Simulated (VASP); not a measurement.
Runs of VASP 6.6.1 on Ag. The structure is that of space group Fm-3m (No. 225), or close to it. The cells are those of the table. 

```csv
cell,gap on the mesh (eV),pressure (GPa)
"a = 2.990 Å, angles 60.0°, 1 atom",none,(a)
"a = 2.842 Å, angles 60.0°, 1 atom",none,11.2
"a = 2.810 Å, angles 60.0°, 1 atom",none,16.7
"a = 2.903 Å, angles 60.0°, 1 atom",none,2.9
```

Alike in all rows: task single point; level PBE; potentials or basis VASP PAW PBE potentials, release 64 (Ag); no spin polarisation; k mesh 18 × 18 × 18; cutoff (eV) 520; smearing gaussian 0.1 eV.

Task: Estimate the missing entries.

Result: (a) -4.5.

Caveats: the cell stands under pressure (at least some runs); the cell stands under tension (at least some runs).

A k mesh can miss the band edges, and the runs leave out spin-orbit coupling on Ag.

A gap of «none» marks levels without a gap at the run's occupations.
